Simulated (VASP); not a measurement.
AlN:

```xyz
2
Lattice="0.0000 2.0209 2.0209 2.0209 0.0000 2.0209 2.0209 2.0209 0.0000" Properties=species:S:1:pos:R:3 pbc="T T T"
Al    2.0209    2.0209    2.0209
N     0.0000    0.0000    0.0000
```

Base run:

| Property | Result |
| --- | --- |
| Program | VASP 6.6.1 |
| Functional | PBE |
| Potentials or basis | VASP PAW PBE potentials, release 64 (Al, N) |
| Cutoff | 520 eV |
| k mesh | 11 × 11 × 11 |
| Occupations | fermi-dirac, width 0.05 eV |
| Spin | no spin polarisation |

Its results: band gap on the k mesh 4.75 eV, indirect (least direct gap 5.70 eV); pressure 5.3 GPa.

**Question.** The run is repeated on the same cell with these changes: functional from PBE to PBE0; k mesh from 11 × 11 × 11 to 6 × 6 × 6. What comes out?

**Answer.** Band gap on the k mesh 6.76 eV, indirect (least direct gap 7.99 eV); pressure -2.3 GPa.

Several settings changed at once, so the effect can't be laid on one alone.

Caveats: some runs use coarse meshes; the PAW data sets were made with another functional, which shifts forces and pressure a little (some runs).

A k mesh can miss the band edges.
